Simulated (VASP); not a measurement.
Wanted: the native input for a VASP 6.6.1 run.

* Task: single point
* Functional: PBEsol
* Potentials or basis: VASP PAW PBE potentials, release 64 (C)
* Cutoff: 520 eV
* k mesh: 13 × 13 × 8
* Occupations: fermi-dirac, width 0.05 eV
* Spin: no spin polarisation
* Dipole correction: no
* Further INCAR settings: ALGO = Normal; EDIFF = 1e-06; NBANDS = 11

The structure of C lies in POSCAR:

```
C
1.0
    2.1209608136     -1.2245723221     -0.0121773580
    2.1209608136      1.2245723221     -0.0121773580
   -1.3949981355      0.0000000000      3.1288625923
C
2
Direct
    0.1665513993      0.1665513993      0.9996604201
    0.8334486007      0.8334486007      0.0003395799
```

One way to write it, as run:

INCAR

```
SYSTEM = C
PREC = Accurate
ENCUT = 520
EDIFF = 1E-6
ISMEAR = -1
SIGMA = 0.05
LREAL = .False.
LASPH = .True.
NELM = 60
ALGO = Normal
ISIF = 2
LWAVE = .False.
LCHARG = .True.
GGA = PS
LELF = .True.
LVHAR = .True.
NBANDS = 11
```

KPOINTS

```
Automatic mesh
0
Gamma
  13 13 8
  0 0 0
```

Potentials or basis: VASP PAW PBE potentials, release 64 (C).

The run is started by

```console
$ cat potpaw_PBE.64/C/POTCAR > POTCAR
$ mpirun -np 1 vasp_std > vasp.out
```

Results of the run:

```
Pressure : 5.7 GPa
```

Caveat: the cell stands under pressure; this functional lacks dispersion, which binds layers or chains, so the pressure and a relaxed spacing across them are unreliable; the PAW data sets were made with another functional, which shifts forces and pressure a little.

Run time: 110 s on 1 thread of Intel Xeon 8259CL (shared host), peak memory 0.16 GiB.
